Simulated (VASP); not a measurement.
# MnAu2 (I4/mmm) in VASP: single point with LDA

Aim: the single point of MnAu2 with LDA.

Everything below comes from runs of VASP 6.6.1. Logs are shortened: lines on timing, memory, paths and dates and some standing lists are left out, and cuts for length are marked.

### 1 The cell of the first run

Symmetry: I4/mmm, No. 139, tetragonal system. Conventional cell: a = 3.308 Å, b = 3.308 Å, c = 8.478 Å, α = 90.00°, β = 90.00°, γ = 90.00°. Within 3.6 Å of Mn (site symmetry 4/mmm) lie 10 Au at 2.71 to 2.87 Å and 4 Mn at 3.31 Å. Au (site symmetry 4mm) has 5 Mn at 2.71 to 2.87 Å and 9 Au at 2.73 to 3.31 Å within 3.6 Å.

### 2 Single point, LDA, collinear spin, ferromagnetic start

INCAR

```
PREC     = Accurate       # precision mode
ENCUT    = 520            # plane-wave cutoff, eV
EDIFF    = 1E-7           # SCF threshold, eV
ISMEAR   = 0              # smearing method
SIGMA    = 0.05           # smearing width, eV
LREAL    = F              # projectors in reciprocal space
LASPH    = T              # aspherical terms in the spheres
NELM     = 150            # most SCF steps
ALGO     = Fast           # electronic algorithm
ISIF     = 2              # what is computed and relaxed
LWAVE    = F              # write WAVECAR
LCHARG   = F              # write CHGCAR
ISPIN    = 2              # spin polarisation
MAGMOM   = 3.5 3.5 0 0 0 0 # initial moments
LORBIT   = 11             # projections on sites
LMAXMIX  = 4              # l up to which the mixer works
NBANDS   = 48             # bands
```

KPOINTS

```
Automatic mesh
0
Gamma
  10 10 4
```

POSCAR

```
MnAu2
1.0
    3.3079666294      0.0000000000      0.0000000000
    0.0000000000      3.3079666294      0.0000000000
    0.0000000000      0.0000000000      8.4782061387
Mn Au
2 4
Direct
    0.0000000000      0.0000000000      0.0000000000
    0.5000000000      0.5000000000      0.5000000000
    0.0000000000      0.0000000000      0.3389077275
    0.0000000000      0.0000000000      0.6610922725
    0.5000000000      0.5000000000      0.8389077275
    0.5000000000      0.5000000000      1.1610922725
```

Potentials or basis: VASP PAW LDA potentials, release 64 (Mn_pv, Au).

On the command line:

```console
$ cat potpaw_LDA.64/Mn_pv/POTCAR potpaw_LDA.64/Au/POTCAR > POTCAR
$ mpirun -np 1 vasp_std > vasp.out
```

OUTCAR:

```text
PREC = Accurate
   ENCUT = 520
   EDIFF = 1E-7
   ISMEAR = 0
   LREAL = F
   LASPH = T
   NELM = 150
   ISIF = 2
   ISPIN = 2
   LORBIT = 11

 ion  position               nearest neighbor table
   1  0.000  0.000  0.000-   5 2.71   6 2.71   5 2.71   6 2.71   5 2.71   6 2.71   5 2.71   6 2.71
                             3 2.87   4 2.87
   2  0.500  0.500  0.500-   3 2.71   4 2.71   3 2.71   4 2.71   3 2.71   4 2.71   3 2.71   4 2.71
                             5 2.87   6 2.87
   3  0.000  0.000  0.339-   2 2.71   2 2.71   2 2.71   2 2.71   4 2.73   6 2.78   6 2.78   6 2.78
                             6 2.78   1 2.87
   4  0.000  0.000  0.661-   2 2.71   2 2.71   2 2.71   2 2.71   3 2.73   5 2.78   5 2.78   5 2.78
                             5 2.78   1 2.87
   5  0.500  0.500  0.839-   1 2.71   1 2.71   1 2.71   1 2.71   6 2.73   4 2.78   4 2.78   4 2.78
                             4 2.78   2 2.87
   6  0.500  0.500  0.161-   1 2.71   1 2.71   1 2.71   1 2.71   5 2.73   3 2.78   3 2.78   3 2.78
                             3 2.78   2 2.87

  LATTYP: Found a simple tetragonal cell.
 ALAT       =     3.3079666294
 C/A-ratio  =     2.5629660418

  Lattice vectors:

 A1 = (   3.3079666294,   0.0000000000,   0.0000000000)
 A2 = (   0.0000000000,   3.3079666294,   0.0000000000)
 A3 = (   0.0000000000,   0.0000000000,   8.4782061387)

Analysis of symmetry for initial positions (statically):
=====================================================================
 Subroutine PRICEL returns following result:

  LATTYP: Found a body centered tetragonal cell.
 ALAT       =     3.3079666294
 C/A-ratio  =     2.5629660418

  Lattice vectors:

 A1 = (  -1.6539833147,   1.6539833147,   4.2391030693)
 A2 = (   1.6539833147,  -1.6539833147,   4.2391030694)
 A3 = (   1.6539833147,   1.6539833147,  -4.2391030693)

   2 primitive cells build up your supercell.

 Routine SETGRP: Setting up the symmetry group for a
 simple tetragonal supercell.

 Subroutine GETGRP returns: Found 16 space group operations
 (whereof 16 operations were pure point group operations)
 out of a pool of 16 trial point group operations.

The static configuration has the point symmetry D_4h.

Analysis of symmetry for dynamics (positions and initial velocities):
=====================================================================
 Subroutine PRICEL returns following result:

  LATTYP: Found a body centered tetragonal cell.
 ALAT       =     3.3079666294
 C/A-ratio  =     2.5629660418

  Lattice vectors:

 A1 = (  -1.6539833147,   1.6539833147,   4.2391030693)
 A2 = (   1.6539833147,  -1.6539833147,   4.2391030694)
 A3 = (   1.6539833147,   1.6539833147,  -4.2391030693)

   2 primitive cells build up your supercell.

 Routine SETGRP: Setting up the symmetry group for a
 simple tetragonal supercell.

 Subroutine GETGRP returns: Found 16 space group operations
 (whereof 16 operations were pure point group operations)
 out of a pool of 16 trial point group operations.

The dynamic configuration has the point symmetry D_4h.

Analysis of structural, dynamic, and magnetic symmetry:
=====================================================================
 Subroutine PRICEL returns following result:

  LATTYP: Found a body centered tetragonal cell.
 ALAT       =     3.3079666294
 C/A-ratio  =     2.5629660418

  Lattice vectors:

 A1 = (  -1.6539833147,   1.6539833147,   4.2391030693)
 A2 = (   1.6539833147,  -1.6539833147,   4.2391030694)
 A3 = (   1.6539833147,   1.6539833147,  -4.2391030693)

   2 primitive cells build up your supercell.

 Routine SETGRP: Setting up the symmetry group for a
 simple tetragonal supercell.

 Subroutine GETGRP returns: Found 16 space group operations
 (whereof 16 operations were pure point group operations)
 out of a pool of 16 trial point group operations.

The overall configuration has the point symmetry D_4h.

 Subroutine INISYM returns: Found 16 space group operations
 (whereof 16 operations are pure point group operations),
 and found     2 'primitive' translations

----------------------------------------------------------------------------------------

                                     Primitive cell

  volume of cell :      46.3870

  direct lattice vectors                    reciprocal lattice vectors
    -1.653983315  1.653983315  4.239103069    -0.000000000  0.302300510  0.117949479
     1.653983315 -1.653983315  4.239103069     0.302300510  0.000000000  0.117949479
     1.653983315  1.653983315 -4.239103069     0.302300510  0.302300510 -0.000000000

  length of vectors
     4.841623327  4.841623327  4.841623327     0.324496037  0.324496037  0.427517482

  position of ions in fractional coordinates (direct lattice)
     0.000000000  0.000000000  0.000000000
     0.338907728  0.338907728  1.000000000
     0.661092272  0.661092272  1.000000000

  ion indices of the primitive-cell ions
   primitive index   ion index
                 1           1
                 2           3
                 3           4

----------------------------------------------------------------------------------------

 KPOINTS: Automatic mesh

Automatic generation of k-mesh.
 Grid dimensions read from file:
 generate k-points for:   10   10    4

 Generating k-lattice:

  Cartesian coordinates                     Fractional coordinates (reciprocal lattice)
     0.030230051  0.000000000  0.000000000     0.100000000  0.000000000  0.000000000
     0.000000000  0.030230051  0.000000000     0.000000000  0.100000000  0.000000000
     0.000000000  0.000000000  0.029487370     0.000000000  0.000000000  0.250000000

  Length of vectors
     0.030230051  0.030230051  0.029487370

  Shift w.r.t. Gamma in fractional coordinates (k-lattice)
     0.000000000  0.000000000  0.000000000

 Subroutine IBZKPT returns following result:
 ===========================================

 Found     63 irreducible k-points:

 Following reciprocal coordinates:
            Coordinates               Weight
  0.000000  0.000000  0.000000      1.000000
  0.100000  0.000000  0.000000      4.000000
  0.200000  0.000000  0.000000      4.000000
  0.300000  0.000000  0.000000      4.000000
  0.400000  0.000000  0.000000      4.000000
  0.500000  0.000000  0.000000      2.000000
[... 16 lines left out ...]
  0.100000  0.000000  0.250000      8.000000
  0.200000  0.000000  0.250000      8.000000
 [... further k-points ...]
   k-points           NKPTS =     63   k-points in BZ     NKDIM =     63   number of bands    NBANDS=     48
   number of dos      NEDOS =    301   number of ions     NIONS =      6
   total plane-waves  NPLWV =  50176
   dimension x,y,z NGX =    28 NGY =   28 NGZ =   64
   dimension x,y,z NGXF=    56 NGYF=   56 NGZF=  128
   ions per type =               2   4
   NGX,Y,Z   is equivalent  to a cutoff of  14.07, 14.07, 12.55 a.u.
   NGXF,Y,Z  is equivalent  to a cutoff of  28.14, 28.14, 25.10 a.u.
 SYSTEM =  unknown system
   PREC   = accura    normal or accurate (medium, high low for compatibility)
   ISTART =      0    job   : 0-new  1-cont  2-samecut
   ICHARG =      2    charge: 1-file 2-atom 10-const
   ISPIN  =      2    spin polarized calculation?
   LNONCOLLINEAR =      F non collinear calculations
   LSORBIT =      F    spin-orbit coupling
   LASPH  =      T    aspherical Exc in radial PAW
   ENCUT  =  520.0 eV  38.22 Ry    6.18 a.u.   6.15  6.15 15.76*2*pi/ulx,y,z
   NELM   =    150;   NELMIN=  2; NELMDL= -5     # of ELM steps
   EDIFF  = 0.1E-06   stopping-criterion for ELM
   LREAL  =      F    real-space projection
   EDIFFG = 0.1E-05   stopping-criterion for IOM
   NSW    =      0    number of steps for IOM
   IBRION =     -1    ionic relax: 0-MD 1-quasi-New 2-CG
   NFREE  =      0    steps in history (QN), initial steepest desc. (CG)
   ISIF   =      2    stress and relaxation
   ISYM   =      2    0-nonsym 1-usesym 2-fastsym
   POTIM  = 0.5000    time-step for ionic-motion
   TEBEG  =    0.0;   TEEND  =   0.0 temperature during run
   PSTRESS=    0.0 pullay stress
   NELECT =      70.0000    total number of electrons
   NUPDOWN=      -1.0000    fix difference up-down
   EMIN   =  10.00;   EMAX   =-10.00  energy-range for DOS
   EFERMI =   0.00;   METHOD = LEGACY
   ISMEAR =     0;   SIGMA  =   0.05  broadening in eV -4-tet -1-fermi 0-gaus
   EFERMI_NEDOS =   21; number of points for ismear=-14 and -15
   IALGO  =     68    algorithm
   IMIX   =      4    mixing-type and parameters
     AMIX     =   0.40;   BMIX     =  1.00
     AMIX_MAG =   1.60;   BMIX_MAG =  1.00
  volume/ion in A,a.u.               =      15.46       104.34
  Fermi-wavevector in a.u.,A,eV,Ry     =   1.490386  2.816421 30.221948  2.221251
  Thomas-Fermi vector in A             =   2.603175
   LORBIT       =     11    0 simple, 1 ext, 2 COOP (PROOUT), +10 PAW based schemes
   GGA     = CA    functional components
   LHFCALC =     F    Hartree Fock is set to
   AEXX    =    0.0000 exact exchange contribution
   IVDW    =     0    specifies the selected vdW correction
   LEPSILON=     F    determine dielectric tensor
   LRPA    =     F    only Hartree local field effects (RPA)
 spin polarized calculation
 RMM-DIIS sequential band-by-band and
 Gauss-broadening in eV      SIGMA  =   0.05
  energy-cutoff  :      520.00
  volume of cell :       92.77
 maximum number of plane-waves:      2528
 NGX is ok and might be reduce to    28
   NGX = 13   NGY = 13   NGZ = 31

 number of electron      70.0000014 magnetization       7.7526188

 Free energy of the ion-electron system (eV)
  ---------------------------------------------------
  ext. energy  EPLUGINS =         0.00000000
  ---------------------------------------------------
  free energy    TOTEN  =       -37.47501199 eV

  energy without entropy =      -37.47141914  energy(sigma->0) =      -37.47321557

 E-fermi :   9.6018     XC(G=0): -13.1094

 val. band max:        9.6004845018   @ k =   0.3000   0.3000   0.0000
 cond. band min:       9.6023188480   @ k =   0.4000   0.3000   0.2500
 fundamental gap:      0.0018343462
 Fermi energy:         9.6017722972

 spin component 1

 k-point     1 :       0.0000    0.0000    0.0000
  band No.  band energies     occupation
      1     -39.7287      1.00000
      2     -39.7287      1.00000
      3     -39.7286      1.00000
      4     -39.7286      1.00000
      5     -39.6883      1.00000
      6     -39.6877      1.00000
[... 39 lines left out ...]
     46      19.6344      0.00000
     47      19.6344      0.00000
[... 1148 lines left out ...]
     46      18.4534      0.00000
     47      19.5986      0.00000

 [... further k-points ...]

 spin component 2

 k-point     1 :       0.0000    0.0000    0.0000
  band No.  band energies     occupation
      1     -36.1456      1.00000
      2     -36.1456      1.00000
      3     -36.1454      1.00000
      4     -36.1454      1.00000
      5     -36.1452      1.00000
      6     -36.1444      1.00000
[... 39 lines left out ...]
     46      20.0939      0.00000
     47      20.2231      0.00000
[... 1148 lines left out ...]
     46      18.9342      0.00000
     47      20.0168      0.00000

 [... further k-points ...]

 [bands above 47 left out]

------------------------ aborting loop because EDIFF is reached ----------------------------------------

  FORCE on cell =-STRESS in cart. coord.  units (eV):
  Direction    XX          YY          ZZ          XY          YZ          ZX
  --------------------------------------------------------------------------------------
  -------------------------------------------------------------------------------------
  Total        0.1524213      0.1524213      0.4072996      0.0000000      0.0000000      0.0000000
  in kB        2.6322681      2.6322681      7.0339350      0.0000000      0.0000000      0.0000000
  external PRESSURE =       4.0994904 kB  Pullay stress =       0.0000000 kB

 VOLUME and BASIS-vectors are now :
 -----------------------------------------------------------------------------
  energy-cutoff  :      520.00
  volume of cell :       92.77
      direct lattice vectors                 reciprocal lattice vectors
     3.307966629  0.000000000  0.000000000     0.302300510  0.000000000  0.000000000
     0.000000000  3.307966629  0.000000000     0.000000000  0.302300510  0.000000000
     0.000000000  0.000000000  8.478206139     0.000000000  0.000000000  0.117949479

 POSITION                                       TOTAL-FORCE (eV/Angst)
 -----------------------------------------------------------------------------------
      0.00000      0.00000      0.00000        -0.000000     -0.000000     -0.000000
      1.65398      1.65398      4.23910        -0.000000     -0.000000     -0.000000
      0.00000      0.00000      2.87333         0.000000      0.000000      0.006474
      0.00000      0.00000      5.60488         0.000000      0.000000     -0.006474
      1.65398      1.65398      7.11243        -0.000000     -0.000000      0.006474
      1.65398      1.65398      1.36577         0.000000     -0.000000     -0.006474
 -----------------------------------------------------------------------------------
    total drift:                                0.000000      0.000000      0.000000

  FREE ENERGIE OF THE ION-ELECTRON SYSTEM (eV)
  ---------------------------------------------------
  free  energy   TOTEN  =       -37.4750119933 eV

  energy  without entropy=      -37.4714191398  energy(sigma->0) =      -37.47321557

 total charge

# of ion       s       p       d       tot
------------------------------------------
    1        0.281   6.237   5.007  11.525
    2        0.281   6.237   5.007  11.525
    3        0.647   0.457   8.689   9.794
    4        0.647   0.457   8.689   9.794
    5        0.647   0.457   8.689   9.794
    6        0.647   0.457   8.689   9.794
--------------------------------------------------
tot          3.151  14.304  44.770  62.225

 magnetization (x)

# of ion       s       p       d       tot
------------------------------------------
    1        0.020   0.011   3.598   3.629
    2        0.020   0.011   3.598   3.629
    3       -0.028  -0.020   0.109   0.061
    4       -0.028  -0.020   0.109   0.061
    5       -0.028  -0.020   0.109   0.061
    6       -0.028  -0.020   0.109   0.061
--------------------------------------------------
tot         -0.073  -0.060   7.633   7.501
```

Wall time 16 min (1 thread of Oxide Virtual Turin-like, shared host); peak memory 0.44 GiB.

Results:

```yaml
Free_energy: -37.4750 eV
Pressure: 0.4 GPa
Largest_force: 0.006 eV/Å
Net_moment: 7.75 μB per cell
Site_moments: Mn +3.63; Au +0.06 μB
Valence_electrons_inside_the_program's_atomic_spheres: Mn 11.53; Au 9.79
```

Forces in eV/Å, atoms in the order of the input:
```
Mn   0.000  0.000  0.000
Mn   0.000  0.000  0.000
Au   0.000  0.000  0.006
Au   0.000  0.000 -0.006
Au   0.000  0.000  0.006
Au   0.000  0.000 -0.006
```

Caveat: spin-orbit coupling is left out, which moves the levels of the heavy elements.
